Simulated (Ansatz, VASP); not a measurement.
**One calculation of Sn, two programs**

File INCAR:

```
SYSTEM = Sn
ALGO     = Fast           ! electronic algorithm
EDIFF    = 1E-7           ! SCF threshold, eV
ENCUT    = 520            ! plane-wave cutoff, eV
GGA      = PS             ! functional
ISIF     = 2              ! what is computed and relaxed
ISMEAR   = 0              ! smearing method
LASPH    = .TRUE.         ! aspherical terms in the spheres
LCHARG   = .FALSE.        ! write CHGCAR
LREAL    = .FALSE.        ! projectors in reciprocal space
LWAVE    = .FALSE.        ! write WAVECAR
NBANDS   = 36             ! bands
NELM     = 80             ! most SCF steps
PREC     = Accurate       ! precision mode
SIGMA    = 0.1            ! smearing width, eV
```

The input KPOINTS:

```
k-points
0
G
  12 12 8
  0 0 0
```

The input POSCAR:

```
Sn
1.0
    3.2703517034      3.2703517034      0.0000000000
   -3.2703517034      3.2703517034      0.0000000000
    0.0000000000      0.0000000000      6.5407034068
Sn
4
Direct
    0.0000000000      0.0000000000      0.5000000000
    0.0000000000      0.5000000000      0.2500000000
    0.5000000000      0.5000000000      0.0000000000
    0.5000000000      0.0000000000      0.7500000000
```

Input for Ansatz:

```yaml
crystal:
  lattice:
    - [3.2703517034, 3.2703517034, 0.0]
    - [-3.2703517034, 3.2703517034, 0.0]
    - [0.0, 0.0, 6.5407034068]
  atoms:
    - { symbol: Sn, position: [0.0, 0.0, 0.5] }
    - { symbol: Sn, position: [0.0, 0.5, 0.25] }
    - { symbol: Sn, position: [0.5, 0.5, 0.0] }
    - { symbol: Sn, position: [0.5, 0.0, 0.75] }
basis:
  ecutwfc: 420
kpoints:
  mp_grid: { grid: [12, 12, 8] }
hamiltonian:
  xc: pbesol
scf:
  occupations: { method: gaussian, width: 0.1 }
output:
  forces: true
  stress: true
  eigenvalues: true
```

Alike in both runs: task single point; functional PBEsol; k mesh 12 × 12 × 8; occupations gaussian, width 0.1 eV; no spin polarisation.

|  | VASP | Ansatz |
| --- | --- | --- |
| version | VASP 6.6.1 | Ansatz 0.2.0 |
| potentials or method | VASP PAW PBE potentials, release 64 (Sn_d), cutoff 520 eV | scalar-relativistic, plane waves, PAW |
| valence electrons in the cell | 56 | 56 |

|  | VASP | Ansatz | Ansatz less VASP |
| --- | --- | --- | --- |
| gap on the k mesh at the Fermi level (eV) | none | none | - |
| pressure (GPa) | -0.1 | 0.0 | +0.07 |

VASP's potentials were made for PBE, not for PBEsol. A gap of «none» marks a metal or a gap that the smearing closes.
